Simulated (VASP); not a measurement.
# C (P6_3/mmc) in VASP: notebook, part 2 of 2

VASP 6.6.1. The steps go on from the part before.

**5. Single point, LDA**

INCAR

```
SYSTEM = C
  ALGO = Normal
  EDIFF = 1E-6
  ENCUT = 520
  ISIF = 2
  ISMEAR = 1
  LASPH = .True.
  LCHARG = .False.
  LREAL = .False.
  LWAVE = .False.
  NBANDS = 16
  NELM = 100
  PREC = Accurate
  SIGMA = 0.3
```

KPOINTS

```
k-points
0
Gamma
  15 15 5
  0 0 0
```

POSCAR

```
C
1.0
    2.4449954633      0.0000000000      0.0000000000
   -1.2224977317      2.1174281834      0.0000000000
    0.0000000000      0.0000000000      6.6104633561
C
4
Direct
    1.0000000000      1.0000000000      0.2500000000
    0.0000000000      0.0000000000      0.7500000000
    0.3333333333      0.6666666667      0.2500000000
    0.6666666667      0.3333333333      0.7500000000
```

Potentials or basis: VASP PAW LDA potentials, release 64 (C).

On the command line:

```bash
$ cat potpaw_LDA.64/C/POTCAR > POTCAR
$ mpirun -np 1 vasp_std > vasp.out
```

OUTCAR:

```text
SYSTEM = C
   EDIFF = 1E-6
   ENCUT = 520
   ISIF = 2
   ISMEAR = 1
   LASPH = .True.
   LREAL = .False.
   NELM = 100
   PREC = Accurate

 ion  position               nearest neighbor table
   1  0.000  0.000  0.250-   3 1.41   3 1.41   3 1.41
   2  0.000  0.000  0.750-   4 1.41   4 1.41   4 1.41
   3  0.333  0.667  0.250-   1 1.41   1 1.41   1 1.41
   4  0.667  0.333  0.750-   2 1.41   2 1.41   2 1.41

  LATTYP: Found a hexagonal cell.
 ALAT       =     2.4449954633
 C/A-ratio  =     2.7036710110

  Lattice vectors:

 A1 = (   2.4449954633,   0.0000000000,   0.0000000000)
 A2 = (  -1.2224977317,   2.1174281834,   0.0000000000)
 A3 = (   0.0000000000,   0.0000000000,   6.6104633561)

Analysis of symmetry for initial positions (statically):
=====================================================================
 Subroutine PRICEL returns:
 Original cell was already a primitive cell.

 Routine SETGRP: Setting up the symmetry group for a
 hexagonal supercell.

 Subroutine GETGRP returns: Found 24 space group operations
 (whereof 12 operations were pure point group operations)
 out of a pool of 24 trial point group operations.

The static configuration has the point symmetry D_3d.
 The point group associated with its full space group is D_6h.

Analysis of symmetry for dynamics (positions and initial velocities):
=====================================================================
 Subroutine PRICEL returns:
 Original cell was already a primitive cell.

 Routine SETGRP: Setting up the symmetry group for a
 hexagonal supercell.

 Subroutine GETGRP returns: Found 24 space group operations
 (whereof 12 operations were pure point group operations)
 out of a pool of 24 trial point group operations.

The dynamic configuration has the point symmetry D_3d.
 The point group associated with its full space group is D_6h.

 Subroutine INISYM returns: Found 24 space group operations
 (whereof 12 operations are pure point group operations),
 and found     1 'primitive' translations

----------------------------------------------------------------------------------------

                                     Primitive cell

  volume of cell :      34.2230

  direct lattice vectors                    reciprocal lattice vectors
     2.444995463  0.000000000  0.000000000     0.408998714  0.236135518  0.000000000
    -1.222497732  2.117428183  0.000000000     0.000000000  0.472271035  0.000000000
     0.000000000  0.000000000  6.610463356     0.000000000  0.000000000  0.151275326

  length of vectors
     2.444995463  2.444995463  6.610463356     0.472271035  0.472271035  0.151275326

  position of ions in fractional coordinates (direct lattice)
     0.000000000  0.000000000  0.250000000
     0.000000000  0.000000000  0.750000000
     0.333333333  0.666666667  0.250000000
     0.666666667  0.333333333  0.750000000

  ion indices of the primitive-cell ions
   primitive index   ion index
                 1           1
                 2           2
                 3           3
                 4           4

----------------------------------------------------------------------------------------

 KPOINTS: k-points

Automatic generation of k-mesh.
 Grid dimensions read from file:
 generate k-points for:   15   15    5

 Generating k-lattice:

  Cartesian coordinates                     Fractional coordinates (reciprocal lattice)
     0.027266581  0.015742368  0.000000000     0.066666667  0.000000000  0.000000000
     0.000000000  0.031484736  0.000000000     0.000000000  0.066666667  0.000000000
     0.000000000  0.000000000  0.030255065     0.000000000  0.000000000  0.200000000

  Length of vectors
     0.031484736  0.031484736  0.030255065

  Shift w.r.t. Gamma in fractional coordinates (k-lattice)
     0.000000000  0.000000000  0.000000000

 Subroutine IBZKPT returns following result:
 ===========================================

 Found     81 irreducible k-points:

 Following reciprocal coordinates:
            Coordinates               Weight
  0.000000  0.000000  0.000000      1.000000
  0.066667 -0.000000  0.000000      6.000000
  0.133333 -0.000000  0.000000      6.000000
  0.200000  0.000000  0.000000      6.000000
  0.266667 -0.000000  0.000000      6.000000
  0.333333 -0.000000  0.000000      6.000000
[... 16 lines left out ...]
  0.333333  0.200000  0.000000     12.000000
  0.400000  0.200000  0.000000      6.000000
 [... further k-points ...]
   k-points           NKPTS =     81   k-points in BZ     NKDIM =     81   number of bands    NBANDS=     16
   number of dos      NEDOS =    301   number of ions     NIONS =      4
   total plane-waves  NPLWV =  16200
   dimension x,y,z NGX =    18 NGY =   18 NGZ =   50
   dimension x,y,z NGXF=    36 NGYF=   36 NGZF=  100
   ions per type =               4
   NGX,Y,Z   is equivalent  to a cutoff of  12.24, 12.24, 12.57 a.u.
   NGXF,Y,Z  is equivalent  to a cutoff of  24.48, 24.48, 25.15 a.u.
 SYSTEM =  C
   PREC   = accura    normal or accurate (medium, high low for compatibility)
   ISTART =      0    job   : 0-new  1-cont  2-samecut
   ICHARG =      2    charge: 1-file 2-atom 10-const
   ISPIN  =      1    spin polarized calculation?
   LNONCOLLINEAR =      F non collinear calculations
   LSORBIT =      F    spin-orbit coupling
   LASPH  =      T    aspherical Exc in radial PAW
   ENCUT  =  520.0 eV  38.22 Ry    6.18 a.u.   4.55  4.55 12.29*2*pi/ulx,y,z
   NELM   =    100;   NELMIN=  2; NELMDL= -5     # of ELM steps
   EDIFF  = 0.1E-05   stopping-criterion for ELM
   LREAL  =      F    real-space projection
   EDIFFG = 0.1E-04   stopping-criterion for IOM
   NSW    =      0    number of steps for IOM
   IBRION =     -1    ionic relax: 0-MD 1-quasi-New 2-CG
   NFREE  =      0    steps in history (QN), initial steepest desc. (CG)
   ISIF   =      2    stress and relaxation
   ISYM   =      2    0-nonsym 1-usesym 2-fastsym
   POTIM  = 0.5000    time-step for ionic-motion
   TEBEG  =    0.0;   TEEND  =   0.0 temperature during run
   PSTRESS=    0.0 pullay stress
   NELECT =      16.0000    total number of electrons
   NUPDOWN=      -1.0000    fix difference up-down
   EMIN   =  10.00;   EMAX   =-10.00  energy-range for DOS
   EFERMI =   0.00;   METHOD = LEGACY
   ISMEAR =     1;   SIGMA  =   0.30  broadening in eV -4-tet -1-fermi 0-gaus
   EFERMI_NEDOS =   21; number of points for ismear=-14 and -15
   IALGO  =     38    algorithm
   IMIX   =      4    mixing-type and parameters
     AMIX     =   0.40;   BMIX     =  1.00
     AMIX_MAG =   1.60;   BMIX_MAG =  1.00
  volume/ion in A,a.u.               =       8.56        57.74
  Fermi-wavevector in a.u.,A,eV,Ry     =   1.270599  2.401085 21.965552  1.614423
  Thomas-Fermi vector in A             =   2.403578
   LORBIT       =      0    0 simple, 1 ext, 2 COOP (PROOUT), +10 PAW based schemes
   GGA     = CA    functional components
   LHFCALC =     F    Hartree Fock is set to
   AEXX    =    0.0000 exact exchange contribution
   IVDW    =     0    specifies the selected vdW correction
   LEPSILON=     F    determine dielectric tensor
   LRPA    =     F    only Hartree local field effects (RPA)
 non-spin polarized calculation
 Methfessel and Paxton  Order N= 1 SIGMA  =   0.30
  energy-cutoff  :      520.00
  volume of cell :       34.22
 maximum number of plane-waves:       940
   NGX =  9   NGY =  9   NGZ = 25

 number of electron      15.9999995 magnetization

 Free energy of the ion-electron system (eV)
  ---------------------------------------------------
  ext. energy  EPLUGINS =         0.00000000
  ---------------------------------------------------
  free energy    TOTEN  =       -40.44565330 eV

  energy without entropy =      -40.44448760  energy(sigma->0) =      -40.44526473

 E-fermi :   4.8198     XC(G=0): -10.9008

 val. band max:        4.8151763899   @ k =   0.3333   0.3333   0.2000
 cond. band min:       4.8394928212   @ k =   0.3333   0.3333   0.4000
 fundamental gap:      0.0243164312
 Fermi energy:         4.8197771384

 k-point     1 :       0.0000    0.0000    0.0000
  band No.  band energies     occupation
      1     -14.8067      2.00000
      2     -14.4513      2.00000
      3      -3.9774      2.00000
      4      -1.7778      2.00000
      5       1.8421      2.00000
      6       1.8421      2.00000
[... 8 lines left out ...]
     15      16.3884      0.00000
     16      16.6239      0.00000
[... 419 lines left out ...]
 k-point    24 :       0.4000    0.2000    0.0000
  band No.  band energies     occupation
      1      -8.7145      2.00000
      2      -8.5919      2.00000
      3      -7.8642      2.00000
      4      -7.7822      2.00000
      5      -4.0973      2.00000
      6      -3.9743      2.00000
[... 8 lines left out ...]
     15      16.7447      0.00000
     16      16.7716      0.00000

 [... further k-points ...]
[... 5 lines left out ...]
  --------------------------------------------------------------------------------------
  -------------------------------------------------------------------------------------
  Total        0.2675773      0.2675773      0.0016937     -0.0000000     -0.0000000      0.0000000
  in kB       12.5268316     12.5268316      0.0792909     -0.0000000     -0.0000000      0.0000000
  external PRESSURE =       8.3776514 kB  Pullay stress =       0.0000000 kB

 VOLUME and BASIS-vectors are now :
 -----------------------------------------------------------------------------
  energy-cutoff  :      520.00
  volume of cell :       34.22
      direct lattice vectors                 reciprocal lattice vectors
     2.444995463  0.000000000  0.000000000     0.408998714  0.236135518  0.000000000
    -1.222497732  2.117428183  0.000000000     0.000000000  0.472271035  0.000000000
     0.000000000  0.000000000  6.610463356     0.000000000  0.000000000  0.151275326

 POSITION                                       TOTAL-FORCE (eV/Angst)
 -----------------------------------------------------------------------------------
      0.00000      0.00000      1.65262         0.000000     -0.000000      0.000000
      0.00000      0.00000      4.95785         0.000000      0.000000      0.000000
     -0.00000      1.41162      1.65262         0.000000     -0.000000     -0.000000
      1.22250      0.70581      4.95785        -0.000000      0.000000     -0.000000
 -----------------------------------------------------------------------------------
    total drift:                                0.000000     -0.000000      0.000000

  FREE ENERGIE OF THE ION-ELECTRON SYSTEM (eV)
  ---------------------------------------------------
  free  energy   TOTEN  =       -40.4456533009 eV

  energy  without entropy=      -40.4444875989  energy(sigma->0) =      -40.44526473
```

OSZICAR:

```text
N       E                     dE             d eps       ncg     rms          rms(c)
DAV:   1     0.281855427507E+02    0.28186E+02   -0.80050E+03  2592   0.929E+02
DAV:   2    -0.407075269817E+02   -0.68893E+02   -0.62679E+02  3712   0.189E+02
DAV:   3    -0.433103732633E+02   -0.26028E+01   -0.25908E+01  3352   0.340E+01
DAV:   4    -0.433328487836E+02   -0.22476E-01   -0.22469E-01  3320   0.385E+00
DAV:   5    -0.433331885989E+02   -0.33982E-03   -0.33980E-03  3208   0.450E-01    0.944E+00
DAV:   6    -0.411204041785E+02    0.22128E+01   -0.15122E+00  3080   0.784E+00    0.536E+00
DAV:   7    -0.404445630414E+02    0.67584E+00   -0.17124E+00  3160   0.850E+00    0.148E+00
DAV:   8    -0.404487024076E+02   -0.41394E-02   -0.10311E-01  3064   0.192E+00    0.424E-01
DAV:   9    -0.404457204977E+02    0.29819E-02   -0.41386E-03  3200   0.442E-01    0.121E-01
DAV:  10    -0.404456550838E+02    0.65414E-04   -0.52664E-04  3272   0.155E-01    0.513E-02
DAV:  11    -0.404456532780E+02    0.18058E-05   -0.18002E-05  3168   0.273E-02    0.285E-03
DAV:  12    -0.404456533009E+02   -0.22880E-07   -0.17958E-07  2216   0.329E-03
   1 F= -.40445653E+02 E0= -.40445265E+02  d E =-.116570E-02
```

Run time: 61 s. Hardware: 1 thread of Intel Xeon 8259CL, shared host; peak memory 0.14 GiB.

Results:

| Property | Result |
| --- | --- |
| Free energy | -40.4457 eV |
| Pressure | 0.8 GPa |
| Band gap on the k mesh | zero (band 8 reaches 4.84 eV, above the bottom of band 9 at 4.80 eV) |

**6. Overview**

| smearing | gap on the mesh (eV) | pressure (GPa) |
| --- | --- | --- |
| methfessel-paxton 0.03 eV | none | 0.8 |
| methfessel-paxton 0.1 eV | none | 0.8 |
| methfessel-paxton 0.2 eV | none | 0.8 |
| methfessel-paxton 0.3 eV | none | 0.8 |

Alike in all rows: task single point; level LDA; potentials or basis VASP PAW LDA potentials, release 64 (C); no spin polarisation; cell as given; k mesh 15 × 15 × 5; cutoff (eV) 520.

Every run on the cell as given and a fine mesh finds a metal.

Absolute energies hang on the potentials; compare differences alone.
